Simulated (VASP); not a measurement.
# Si62N (a cell with a defect) in VASP: settings compared

The runs below take Si62N (a cell with a defect) through single point, with PBEsol, HSE06.

Program: VASP 6.6.1. These are calculated values, not measurements. Logs are shortened: lines on timing, memory, paths and dates and some standing lists are left out, and cuts for length are marked.

## Step 1: The cell of the first run

The cell holds a defect, 63 atoms: a = 10.866 Å, b = 10.866 Å, c = 10.866 Å, α = 90.00°, β = 90.00°, γ = 90.00°.

## Step 2: Single point, PBEsol

INCAR

```
  PREC = Accurate
  ENCUT = 520
  EDIFF = 1E-6
  ISMEAR = -1
  SIGMA = 0.05
  LREAL = Auto
  LASPH = T
  NELM = 120
  ALGO = Normal
  ISIF = 2
  LWAVE = F
  LCHARG = F
  GGA = PS
  NBANDS = 164
  NELECT = 254.0
  ISYM = -1
  GGA_COMPAT = F
```

KPOINTS

```
explicit points
1
Reciprocal
  0.25000000   0.25000000   0.25000000 1
```

POSCAR

```
Si62N
1.0
   10.8655790000      0.0000000000      0.0000000000
    0.0000000000     10.8655790000      0.0000000000
    0.0000000000      0.0000000000     10.8655790000
Si N
62 1
Direct
    0.0017810000      0.9978720000      0.0018880000
    0.9991640000      0.9990770000      0.4997680000
    0.0010540000      0.4999590000      0.0010560000
    0.9953390000      0.5017660000      0.5032180000
    0.4998020000      0.9995690000      0.9994950000
    0.4962930000      0.0074720000      0.4961480000
    0.5038420000      0.5021890000      0.9945930000
    0.1251070000      0.1258100000      0.1248240000
    0.1302860000      0.1227910000      0.6249130000
    0.1274520000      0.6252450000      0.1267610000
    0.1258430000      0.6266580000      0.6256400000
    0.6255160000      0.1231960000      0.1299270000
    0.6258090000      0.1269820000      0.6255020000
    0.6259790000      0.6267130000      0.1256790000
    0.2503980000      0.2497230000      0.9958550000
    0.2491140000      0.2534500000      0.4971500000
    0.2592080000      0.7463040000      0.9932980000
    0.2601530000      0.7406870000      0.5000140000
    0.7492780000      0.2503330000      0.0045390000
    0.7405200000      0.2611070000      0.5010290000
    0.7526000000      0.7499390000      0.9998630000
    0.7190820000      0.7519680000      0.5383840000
    0.3751600000      0.3768230000      0.1190400000
    0.3902930000      0.3900350000      0.5940600000
    0.3772030000      0.8691770000      0.1277950000
    0.3835340000      0.8730020000      0.6222380000
    0.8694820000      0.3790060000      0.1319580000
    0.8745180000      0.3740610000      0.6300050000
    0.8763220000      0.8732720000      0.1286260000
    0.8729580000      0.8767450000      0.6303940000
    0.2481300000      0.9959930000      0.2480850000
    0.2554000000      0.9957360000      0.7498880000
    0.2509220000      0.4973490000      0.2502120000
    0.2634280000      0.5025660000      0.7378560000
    0.7499550000      0.9953550000      0.2552910000
    0.7544840000      0.0081180000      0.7544860000
    0.7381380000      0.5025780000      0.2633220000
    0.7462180000      0.5044980000      0.7440400000
    0.3698210000      0.1282960000      0.3692750000
    0.3784130000      0.1293760000      0.8688480000
    0.3878280000      0.5951290000      0.3876480000
    0.3962070000      0.6298730000      0.8549590000
    0.8689670000      0.1290300000      0.3781520000
    0.8804010000      0.1301670000      0.8801780000
    0.8555120000      0.6296400000      0.3959840000
    0.8743810000      0.6222270000      0.8741000000
    0.9960010000      0.2494510000      0.2501300000
    0.0055580000      0.2495670000      0.7491520000
    0.9938680000      0.7459050000      0.2586950000
    0.0003770000      0.7499700000      0.7526450000
    0.4978290000      0.2536490000      0.2489080000
    0.5013240000      0.2612120000      0.7400900000
    0.5002990000      0.7406590000      0.2600310000
    0.5376800000      0.7531570000      0.7190330000
    0.1196370000      0.3767740000      0.3742430000
    0.1320330000      0.3791730000      0.8693920000
    0.1277170000      0.8691350000      0.3770480000
    0.1287910000      0.8736770000      0.8762530000
    0.5944680000      0.3902550000      0.3903930000
    0.6305100000      0.3752680000      0.8728370000
    0.6223600000      0.8724470000      0.3840570000
    0.6300220000      0.8771930000      0.8731640000
    0.4699790000      0.4724050000      0.4700260000
```

Potentials or basis: VASP PAW PBE potentials, release 64 (Si, N).

Run with:

```
$ cat potpaw_PBE.64/Si/POTCAR potpaw_PBE.64/N/POTCAR > POTCAR
$ mpirun -np 1 vasp_std > vasp.out
```

OUTCAR:

```text
PREC = Accurate
   ENCUT = 520
   EDIFF = 1E-6
   ISMEAR = -1
   LREAL = Auto
   LASPH = T
   NELM = 120
   ISIF = 2
   GGA = PS
   NELECT = 254.0
   ISYM = -1

 ion  position               nearest neighbor table
   1  0.002  0.998  0.002-   8 2.35  44 2.36  29 2.36  58 2.36
   2  0.999  0.999  0.500-  30 2.38   9 2.38  57 2.39  43 2.40
   3  0.001  0.500  0.001-  46 2.36  10 2.37  27 2.41  56 2.41
   4  0.995  0.502  0.503-  28 2.36  45 2.37  11 2.37  55 2.37
   5  0.500  1.000  0.999-  62 2.38  12 2.38  25 2.39  40 2.40
   6  0.496  0.007  0.496-  61 2.35  39 2.35  26 2.35  13 2.38
[... 15 lines left out ...]
  22  0.719  0.752  0.538-  61 2.37  30 2.37  45 2.52  54 2.78
  23  0.375  0.377  0.119-  15 2.35  51 2.36  33 2.36   7 2.37
  24  0.390  0.390  0.594-  63 1.83  16 2.38  34 2.42  52 2.44  59 3.13
  25  0.377  0.869  0.128-  17 2.36  31 2.36   5 2.39  53 2.41
  26  0.384  0.873  0.622-   6 2.35  54 2.37  18 2.37  32 2.37
  27  0.869  0.379  0.132-  47 2.35  19 2.36   3 2.41  37 2.42
  28  0.875  0.374  0.630-  38 2.34  48 2.35   4 2.36  20 2.36
  29  0.876  0.873  0.129-  35 2.35  49 2.35  21 2.36   1 2.36
  30  0.873  0.877  0.630-  36 2.35  50 2.36  22 2.37   2 2.38
  31  0.248  0.996  0.248-  39 2.36   8 2.36  25 2.36  57 2.36
  32  0.255  0.996  0.750-  58 2.35  40 2.36   9 2.37  26 2.37
  33  0.251  0.497  0.250-  10 2.35  55 2.36  23 2.36  41 2.36
  34  0.263  0.503  0.738-  11 2.35  42 2.37  24 2.42  56 2.42
  35  0.750  0.995  0.255-  29 2.35  43 2.36  12 2.37  61 2.38
  36  0.754  0.008  0.754-  44 2.34  30 2.35  62 2.35  13 2.36
  37  0.738  0.503  0.263-  14 2.35  45 2.37  59 2.42  27 2.42
  38  0.746  0.504  0.744-  28 2.34  60 2.35  46 2.36
  39  0.370  0.128  0.369-  16 2.35  51 2.35   6 2.35  31 2.36
  40  0.378  0.129  0.869-  15 2.36  32 2.36   5 2.40  52 2.41
  41  0.388  0.595  0.388-  63 1.84  33 2.36  18 2.43  53 2.43
  42  0.396  0.630  0.855-   7 2.37  34 2.37  17 2.46  54 2.52
  43  0.869  0.129  0.378-  47 2.36  35 2.36   2 2.40  20 2.41
  44  0.880  0.130  0.880-  36 2.34   1 2.36  48 2.36  19 2.36
[... 12 lines left out ...]
  57  0.128  0.869  0.377-  49 2.36  31 2.36   2 2.39  18 2.41
  58  0.129  0.874  0.876-  32 2.35  17 2.35  50 2.36   1 2.36
  59  0.594  0.390  0.390-  63 1.84  51 2.38  37 2.42  20 2.44  24 3.13
  60  0.631  0.375  0.873-  38 2.35   7 2.36  19 2.36  52 2.36
  61  0.622  0.872  0.384-   6 2.35  53 2.37  22 2.37  35 2.38
  62  0.630  0.877  0.873-  36 2.35  21 2.36  54 2.37   5 2.38
  63  0.470  0.472  0.470-  24 1.83  59 1.84  41 1.84

IMPORTANT INFORMATION: All symmetrisations will be switched off!
NOSYMM: (Re-)initialisation of all symmetry stuff for point group C_1.

----------------------------------------------------------------------------------------

                                     Primitive cell

  volume of cell :    1282.7990

  direct lattice vectors                    reciprocal lattice vectors
    10.865579000  0.000000000  0.000000000     0.092033752  0.000000000  0.000000000
     0.000000000 10.865579000  0.000000000     0.000000000  0.092033752  0.000000000
     0.000000000  0.000000000 10.865579000     0.000000000  0.000000000  0.092033752

  length of vectors
    10.865579000 10.865579000 10.865579000     0.092033752  0.092033752  0.092033752

  position of ions in fractional coordinates (direct lattice)
     0.001781000  0.997872000  0.001888000
     0.999164000  0.999077000  0.499768000
     0.001054000  0.499959000  0.001056000
     0.995339000  0.501766000  0.503218000
     0.499802000  0.999569000  0.999495000
     0.496293000  0.007472000  0.496148000
[... 55 lines left out ...]
     0.630022000  0.877193000  0.873164000
     0.469979000  0.472405000  0.470026000

  ion indices of the primitive-cell ions
   primitive index   ion index
                 1           1
                 2           2
                 3           3
                 4           4
                 5           5
                 6           6
[... 55 lines left out ...]
                62          62
                63          63

----------------------------------------------------------------------------------------

 KPOINTS: explicit points

Read explicit list of k-points.

 Found      1 k-points:

 Following reciprocal coordinates:
            Coordinates               Weight
  0.250000  0.250000  0.250000      1.000000
   k-points           NKPTS =      1   k-points in BZ     NKDIM =      1   number of bands    NBANDS=    164
   number of dos      NEDOS =    301   number of ions     NIONS =     63
   total plane-waves  NPLWV = 592704
   dimension x,y,z NGX =    84 NGY =   84 NGZ =   84
   dimension x,y,z NGXF=   168 NGYF=  168 NGZF=  168
   ions per type =              62   1
   NGX,Y,Z   is equivalent  to a cutoff of  12.85, 12.85, 12.85 a.u.
   NGXF,Y,Z  is equivalent  to a cutoff of  25.70, 25.70, 25.70 a.u.
 SYSTEM =  unknown system
   PREC   = accura    normal or accurate (medium, high low for compatibility)
   ISTART =      0    job   : 0-new  1-cont  2-samecut
   ICHARG =      2    charge: 1-file 2-atom 10-const
   ISPIN  =      1    spin polarized calculation?
   LNONCOLLINEAR =      F non collinear calculations
   LSORBIT =      F    spin-orbit coupling
   LASPH  =      T    aspherical Exc in radial PAW
   ENCUT  =  520.0 eV  38.22 Ry    6.18 a.u.  20.20 20.20 20.20*2*pi/ulx,y,z
   NELM   =    120;   NELMIN=  2; NELMDL= -5     # of ELM steps
   EDIFF  = 0.1E-05   stopping-criterion for ELM
   LREAL  =      T    real-space projection
   EDIFFG = 0.1E-04   stopping-criterion for IOM
   NSW    =      0    number of steps for IOM
   IBRION =     -1    ionic relax: 0-MD 1-quasi-New 2-CG
   NFREE  =      0    steps in history (QN), initial steepest desc. (CG)
   ISIF   =      2    stress and relaxation
   ISYM   =     -1    0-nonsym 1-usesym 2-fastsym
   POTIM  = 0.5000    time-step for ionic-motion
   TEBEG  =    0.0;   TEEND  =   0.0 temperature during run
   PSTRESS=    0.0 pullay stress
   NELECT =     254.0000    total number of electrons
   NUPDOWN=      -1.0000    fix difference up-down
   EMIN   =  10.00;   EMAX   =-10.00  energy-range for DOS
   EFERMI =   0.00;   METHOD = LEGACY
   ISMEAR =    -1;   SIGMA  =   0.05  broadening in eV -4-tet -1-fermi 0-gaus
   EFERMI_NEDOS =   21; number of points for ismear=-14 and -15
   IALGO  =     38    algorithm
   IMIX   =      4    mixing-type and parameters
     AMIX     =   0.40;   BMIX     =  1.00
     AMIX_MAG =   1.60;   BMIX_MAG =  1.00
  volume/ion in A,a.u.               =      20.36       137.41
  Fermi-wavevector in a.u.,A,eV,Ry     =   0.954186  1.803151 12.387718  0.910472
  Thomas-Fermi vector in A             =   2.082910
   LORBIT       =      0    0 simple, 1 ext, 2 COOP (PROOUT), +10 PAW based schemes
   GGA     = PS    functional components
   LHFCALC =     F    Hartree Fock is set to
   AEXX    =    0.0000 exact exchange contribution
   IVDW    =     0    specifies the selected vdW correction
   LEPSILON=     F    determine dielectric tensor
   LRPA    =     F    only Hartree local field effects (RPA)
 non-spin polarized calculation
  energy-cutoff  :      520.00
  volume of cell :     1282.80
 maximum number of plane-waves:     34484
 NGX is ok and might be reduce to    80
   NGX = 41   NGY = 41   NGZ = 41

 number of electron     253.9999996 magnetization

 Free energy of the ion-electron system (eV)
  ---------------------------------------------------
  ext. energy  EPLUGINS =         0.00000000
  ---------------------------------------------------
  free energy    TOTEN  =      -356.24483054 eV

  energy without entropy =     -356.21296028  energy(sigma->0) =     -356.22889541

 E-fermi :   6.0154     XC(G=0):  -9.4874

 val. band max:        5.8470492983   @ k =   0.2500   0.2500   0.2500
 cond. band min:       6.1985047201   @ k =   0.2500   0.2500   0.2500
 fundamental gap:      0.3514554218
 Fermi energy:         6.0154428850

 k-point     1 :       0.2500    0.2500    0.2500
  band No.  band energies     occupation
      1     -10.5501      2.00000
      2      -6.0781      2.00000
      3      -5.6047      2.00000
      4      -5.5892      2.00000
      5      -5.4946      2.00000
      6      -5.0919      2.00000
[... 131 lines left out ...]
    138       7.3157      0.00000
    139       7.3626      0.00000
 [bands above 139 left out]

------------------------ aborting loop because EDIFF is reached ----------------------------------------

  FORCE on cell =-STRESS in cart. coord.  units (eV):
  Direction    XX          YY          ZZ          XY          YZ          ZX
  --------------------------------------------------------------------------------------
  -------------------------------------------------------------------------------------
  Total      -13.1098090     -4.7619406    -13.4642103     -4.8268398     -4.4075265      4.1853822
  in kB      -16.3737564     -5.9475203    -16.8163930     -6.0285775     -5.5048678      5.2274163
  external PRESSURE =     -13.0458899 kB  Pullay stress =       0.0000000 kB

 VOLUME and BASIS-vectors are now :
 -----------------------------------------------------------------------------
  energy-cutoff  :      520.00
  volume of cell :     1282.80
      direct lattice vectors                 reciprocal lattice vectors
    10.865579000  0.000000000  0.000000000     0.092033752  0.000000000  0.000000000
     0.000000000 10.865579000  0.000000000     0.000000000  0.092033752  0.000000000
     0.000000000  0.000000000 10.865579000     0.000000000  0.000000000  0.092033752

 POSITION                                       TOTAL-FORCE (eV/Angst)
 -----------------------------------------------------------------------------------
      0.01935     10.84246      0.02051         0.005935     -0.002379      0.000461
     10.85650     10.85555      5.43027         0.000836      0.000800      0.005219
      0.01145      5.43234      0.01147         0.007475     -0.008311      0.003461
     10.81493      5.45198      5.46775        -0.000876     -0.001978      0.002643
      5.43064     10.86090     10.86009         0.000454     -0.003813     -0.006328
      5.39251      0.08119      5.39094         0.004865     -0.002175      0.005875
[... 55 lines left out ...]
      6.84555      9.53121      9.48743         0.011347     -0.006161     -0.006168
      5.10659      5.13295      5.10710         0.022033     -0.005165     -0.009150
 -----------------------------------------------------------------------------------
    total drift:                               -0.001548      0.008448     -0.016854

  FREE ENERGIE OF THE ION-ELECTRON SYSTEM (eV)
  ---------------------------------------------------
  free  energy   TOTEN  =      -356.2448305405 eV

  energy  without entropy=     -356.2129602750  energy(sigma->0) =     -356.22889541
```

Wall time 6.6 min (1 thread of Intel Xeon 6975P-C (Granite Rapids), shared host); peak memory 1.1 GiB.

Results:

| Item | Value |
| --- | --- |
| Free energy | -356.2448 eV |
| Largest force | 0.054 eV/Å |

Forces on the atoms (eV/Å):
```
Si   0.006 -0.002  0.000
Si   0.001  0.001  0.005
Si   0.007 -0.008  0.003
Si  -0.001 -0.002  0.003
Si   0.000 -0.004 -0.006
Si   0.005 -0.002  0.006
Si  -0.001 -0.004  0.002
Si  -0.001  0.005  0.000
Si  -0.004 -0.007 -0.013
Si  -0.002  0.007  0.003
Si  -0.001 -0.002  0.004
Si  -0.007 -0.005 -0.003
Si   0.000 -0.001  0.003
Si   0.001 -0.003 -0.002
Si  -0.001 -0.007 -0.005
Si  -0.005  0.011  0.011
Si   0.001 -0.009 -0.002
Si   0.006 -0.001  0.000
Si   0.017 -0.003  0.010
Si  -0.001  0.000  0.006
Si   0.003  0.005  0.005
Si   0.024  0.004 -0.016
Si  -0.003  0.007 -0.005
Si  -0.033 -0.027  0.031
Si   0.004 -0.001  0.002
Si  -0.001  0.006 -0.021
Si  -0.006  0.011  0.001
Si  -0.011  0.010 -0.029
Si  -0.002 -0.001 -0.005
Si  -0.001 -0.007  0.002
Si   0.002 -0.009 -0.001
Si   0.006  0.007  0.004
Si   0.000 -0.001 -0.001
Si   0.002 -0.005 -0.002
Si  -0.001  0.004  0.006
Si  -0.002 -0.001  0.002
Si  -0.001 -0.004  0.000
Si  -0.021  0.049  0.008
Si  -0.006  0.000 -0.005
Si  -0.004 -0.002 -0.001
Si  -0.007  0.024 -0.006
Si   0.006  0.004  0.001
Si   0.001  0.000 -0.005
Si   0.000  0.003  0.000
Si  -0.001  0.005  0.008
Si   0.003 -0.017 -0.003
Si  -0.002 -0.007  0.003
Si   0.004  0.000  0.026
Si  -0.010 -0.003  0.005
Si   0.000  0.001  0.001
Si   0.011  0.013 -0.003
Si   0.002  0.003 -0.006
Si  -0.003 -0.006  0.011
Si  -0.004 -0.005  0.025
Si  -0.006  0.003  0.002
Si   0.006  0.005 -0.006
Si   0.007 -0.005  0.000
Si  -0.004 -0.002 -0.003
Si   0.012 -0.022 -0.026
Si  -0.006 -0.002 -0.001
Si  -0.008  0.012 -0.007
Si   0.011 -0.006 -0.006
N    0.022 -0.005 -0.009
```

Levels at points of the mesh, in eV from the Fermi level:
```tsv
k point	band 123	band 124	band 125	band 126	band 127	band 128	band 129	band 130	band 131	band 132
(0.25, 0.25, 0.25)	-1.40	-1.07	-0.96	-0.92	-0.17	0.18	0.27	0.29	0.36	0.60
```

Caveat: the cell carries a net charge on a neutralising background, which shifts energy and pressure; the cell is charged against a uniform background, so pressure and absolute levels hang on convention; the PAW data sets were made with another functional, which shifts forces and pressure a little.

## Step 3: Single point, HSE06

POSCAR is that of step 2.

INCAR.step1

```
ALGO = Normal
EDIFF = 1E-5
ENCUT = 520
GGA = PE
GGA_COMPAT = False
ISIF = 2
ISMEAR = -1
ISYM = -1
LASPH = True
LREAL = Auto
LWAVE = True
NBANDS = 164
NELECT = 254.0
NELM = 120
PREC = Accurate
SIGMA = 0.05
```

INCAR.step2

```
ALGO = Normal
EDIFF = 1E-6
ENCUT = 520
GGA = PE
GGA_COMPAT = False
HFSCREEN = 0.2079
ISIF = 2
ISMEAR = -1
ISTART = 1
ISYM = -1
LASPH = True
LCHARG = True
LELF = True
LHFCALC = True
LREAL = Auto
LVHAR = True
LWAVE = False
NBANDS = 164
NELECT = 254.0
NELM = 120
PREC = Accurate
PRECFOCK = Fast
SIGMA = 0.05
```

KPOINTS is that of step 2.

Potentials or basis: VASP PAW PBE potentials, release 64 (Si, N).

Run with:

```
$ cat potpaw_PBE.64/Si/POTCAR potpaw_PBE.64/N/POTCAR > POTCAR
$ cp INCAR.step1 INCAR
$ mpirun -np 1 vasp_std > vasp.out
$ cp INCAR.step2 INCAR
$ mpirun -np 1 vasp_std > vasp.out
```

Run time: 25 min. Hardware: 1 thread of Intel Xeon 6975P-C (Granite Rapids), shared host; peak memory 1.3 GiB.

The run converged. Its results:

| Item | Value |
| --- | --- |
| Free energy | -390.2199 eV |
| Largest force | 0.158 eV/Å |

Forces on the atoms (eV/Å):
```
Si   0.010  0.007  0.002
Si   0.012  0.012  0.067
Si   0.013  0.124  0.007
Si  -0.018 -0.042  0.027
Si   0.064  0.006  0.003
Si   0.008 -0.054  0.009
Si   0.023 -0.044 -0.015
Si  -0.012 -0.010 -0.010
Si  -0.023 -0.008  0.062
Si   0.000 -0.075  0.007
Si   0.013 -0.016 -0.017
Si   0.061 -0.008 -0.021
Si  -0.026  0.053 -0.022
Si  -0.020 -0.018  0.011
Si   0.010  0.001 -0.002
Si  -0.001  0.002 -0.049
Si  -0.025  0.039  0.003
Si  -0.032 -0.003  0.102
Si  -0.059 -0.017 -0.020
Si   0.016 -0.055  0.135
Si   0.012  0.001  0.011
Si  -0.009  0.122 -0.077
Si  -0.006  0.022  0.006
Si  -0.058 -0.036 -0.057
Si  -0.046  0.016 -0.011
Si   0.022  0.054 -0.034
Si   0.021 -0.061 -0.006
Si  -0.004  0.078  0.106
Si  -0.004  0.017 -0.005
Si  -0.010  0.015  0.064
Si  -0.003  0.013 -0.007
Si  -0.004  0.022 -0.061
Si  -0.001 -0.045 -0.002
Si  -0.041  0.102 -0.009
Si  -0.061  0.021 -0.003
Si   0.004 -0.015  0.008
Si  -0.007  0.104 -0.043
Si  -0.071  0.046 -0.051
Si   0.030 -0.016  0.034
Si  -0.076 -0.023  0.019
Si  -0.005 -0.072 -0.005
Si   0.027 -0.108  0.028
Si   0.020 -0.021 -0.078
Si   0.004 -0.013  0.003
Si   0.026 -0.107  0.030
Si   0.034 -0.152  0.025
Si   0.002  0.002  0.013
Si  -0.029 -0.011 -0.055
Si  -0.006  0.048 -0.020
Si   0.003 -0.003  0.010
Si  -0.049  0.004  0.001
Si   0.128 -0.051  0.010
Si   0.098 -0.008 -0.026
Si  -0.074  0.123 -0.013
Si   0.003  0.017  0.001
Si   0.001 -0.069  0.021
Si  -0.005  0.010 -0.050
Si  -0.004  0.015 -0.007
Si  -0.078 -0.033 -0.053
Si   0.124  0.061  0.009
Si  -0.027  0.060  0.015
Si   0.073  0.016 -0.016
N    0.032 -0.036 -0.002
```

Levels at points of the mesh, in eV from the Fermi level:
| k point | band 124 | band 125 | band 126 | band 127 | band 128 | band 129 | band 130 | band 131 |
| --- | --- | --- | --- | --- | --- | --- | --- | --- |
| (0.25, 0.25, 0.25) | -1.58 | -1.44 | -1.40 | -0.38 | 0.39 | 0.45 | 0.53 | 0.62 |

Caveat: the cell carries a net charge on a neutralising background, which shifts energy and pressure; the cell is charged against a uniform background, so pressure and absolute levels hang on convention; the PAW data sets were made with another functional, which shifts forces and pressure a little.
